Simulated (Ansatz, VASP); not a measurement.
One calculation of In2O3, two programs

```
CELL_PARAMETERS angstrom
2.74350 1.58396 4.83667
-2.74350 1.58396 4.83667
0.00000 -3.16792 4.83667
ATOMIC_POSITIONS crystal
In 0.35731 0.35731 0.35731
In 0.14269 0.14269 0.14269
In 0.64269 0.64269 0.64269
In 0.85731 0.85731 0.85731
O 0.54800 0.95200 0.25000
O 0.25000 0.54800 0.95200
O 0.95200 0.25000 0.54800
O 0.45200 0.04800 0.75000
O 0.75000 0.45200 0.04800
O 0.04800 0.75000 0.45200
```

Alike in both runs: task relaxation of the atoms; functional PBE; k mesh 4 × 4 × 4; occupations fermi-dirac, width 0.02 eV; no spin polarisation.

|  | VASP | Ansatz |
| --- | --- | --- |
| version | VASP 6.6.1 | Ansatz 0.2.0 |
| potentials or method | VASP PAW PBE potentials, release 64 (In_d, O) | plane-wave PAW, scalar-relativistic |
| plane-wave cutoff (eV) | 520 | 420 |
| valence electrons in the cell | 88 | 88 |

VASP gave:

```
gap on the k mesh at the Fermi level, each at its own relaxed structure (eV) : 1.29
```

Q: What did Ansatz give for the same quantities?

A: gap on the k mesh at the Fermi level, each at its own relaxed structure (eV): 1.30.

Ansatz's warnings: stress scf threshold loose.
